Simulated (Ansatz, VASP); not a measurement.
PtS2 in VASP and in Ansatz

INCAR

```
ALGO = Normal ; EDIFF = 1E-6
EDIFFG = -0.01 ; ENCUT = 520
GGA = PE ; IBRION = 2
ISIF = 2 ; ISMEAR = 0
LASPH = True ; LCHARG = False
LREAL = False ; LWAVE = False
NELM = 80 ; NSW = 50
PREC = Accurate ; SIGMA = 0.05
```

File KPOINTS:

```
k-points
0
Gamma
  12 12 6
```

Contents of POSCAR:

```
PtS2
1.0
    3.5857041036      0.0000000000      0.0000000000
   -1.7928520518      3.1053108442      0.0000000000
    0.0000000000      0.0000000000      5.9465316855
Pt S
1 2
Direct
    0.0000000000      0.0000000000      0.0000000000
    0.3333333333      0.6666666667      0.1889525212
    0.6666666667      0.3333333333      0.8110474788
```

Input for Ansatz:

```yaml
crystal:
  lattice:
    - [3.5857041036, 0.0, 0.0]
    - [-1.7928520518, 3.1053108442, 0.0]
    - [0.0, 0.0, 5.9465316855]
  atoms:
    - { symbol: Pt, position: [0.0, 0.0, 0.0] }
    - { symbol: S, position: [0.3333333333, 0.6666666667, 0.1889525212] }
    - { symbol: S, position: [0.6666666667, 0.3333333333, 0.8110474788] }
basis:
  ecutwfc: 420
kpoints:
  mp_grid: { grid: [12, 12, 6] }
hamiltonian:
  xc: pbe
  pseudopotentials: { kind: paw }
scf:
  occupations: { method: gaussian, width: 0.05 }
output:
  forces: true
  stress: true
  eigenvalues: true
relax:
  adjacent_minimum: "off"
  f_tol: 0.01
  max_steps: 30
```

Alike in both runs: task relaxation of the atoms; functional PBE; k mesh 12 × 12 × 6; occupations gaussian, width 0.05 eV; no spin polarisation.

|  | VASP | Ansatz |
| --- | --- | --- |
| version | VASP 6.6.1 | Ansatz 0.2.0 |
| potentials or method | VASP PAW PBE potentials, release 64 (Pt, S), cutoff 520 eV | scalar-relativistic, plane waves, PAW |
| valence electrons in the cell | 22 | 30 |

|  | VASP | Ansatz | Ansatz less VASP |
| --- | --- | --- | --- |
| gap on the k mesh at the Fermi level, each at its own relaxed structure (eV) | 1.25 | 1.25 | -0.006 |

VASP's potentials hold 22 valence electrons a cell and Ansatz's 30, so a difference there can come from the potentials and not from the codes. Ansatz's warnings: stress scf threshold loose.

Neither program's run includes spin-orbit coupling.
